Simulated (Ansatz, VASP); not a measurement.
## One calculation of MnS, two programs

```
Mn S
1.0
     1.83000    1.05655    2.97092
    -1.83000    1.05655    2.97092
     0.00000   -2.11310    2.97092
Mn S
1 1
Direct
  0.00000 0.00000 0.00000
  0.50000 0.50000 0.50000
```

Alike in both runs: task single point; functional PBE; k mesh 9 × 9 × 9; occupations gaussian, width 0.1 eV; collinear spin.

|  | VASP | Ansatz |
| --- | --- | --- |
| version | VASP 6.6.1 | Ansatz 0.2.0 |
| potentials or method | VASP PAW PBE potentials, release 64 (Mn_pv, S), cutoff 520 eV | all-electron LAPW, scalar-relativistic |

Ansatz gave:

```
gap on the k mesh at the Fermi level (eV)                     : none
pressure (GPa)                                                : -1.5
traceless stress, the component that is largest in VASP (GPa) : 0.30
net moment per atom (μB)                                      : 2.33
size of the moment on the site where the two differ most (μB) : 4.39
```

Q: What did VASP give for the same quantities?

A: gap on the k mesh at the Fermi level (eV): none; pressure (GPa): -1.5; traceless stress, the component that is largest in VASP (GPa): 0.30; net moment per atom (μB): 2.33; size of the moment on the site where the two differ most (μB): 4.22.

Site moments also hang on the region over which each program counts them. A gap of «none» marks a metal or a gap that the smearing closes. Ansatz ran all-electron here, and VASP with PAW potentials.
